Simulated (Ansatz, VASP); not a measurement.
K2S in VASP and in Ansatz

```
CELL_PARAMETERS angstrom
0.00000 3.70276 3.70276
3.70276 0.00000 3.70276
3.70276 3.70276 0.00000
ATOMIC_POSITIONS crystal
S 0.00000 0.00000 0.00000
K 0.25000 0.25000 0.25000
K 0.75000 0.75000 0.75000
```

Alike in both runs: task single point; functional PBE-based screened hybrid with a share of 0.3 of exact exchange and HFSCREEN = 0.2078; k mesh 4 × 4 × 4; no spin polarisation.

|  | VASP | Ansatz |
| --- | --- | --- |
| version | VASP 6.6.1 | Ansatz 0.2.0 |
| potentials or method | VASP PAW PBE potentials, release 64 (S, K_sv) | plane waves |
| plane-wave cutoff (eV) | 400 | 420 |
| occupations | gaussian, width 0.01 eV | fixed |
| valence electrons in the cell | 24 | 24 |

```csv
,VASP,Ansatz,Ansatz less VASP
gap on the k mesh at the Fermi level (eV),3.50,3.50,+0.001
pressure (GPa),0.1,0.1,-0.06
```

VASP's potentials were made for PBE, not for PBE-based screened hybrid. Ansatz's warnings: stress exchange threshold loose, stress scf threshold loose.
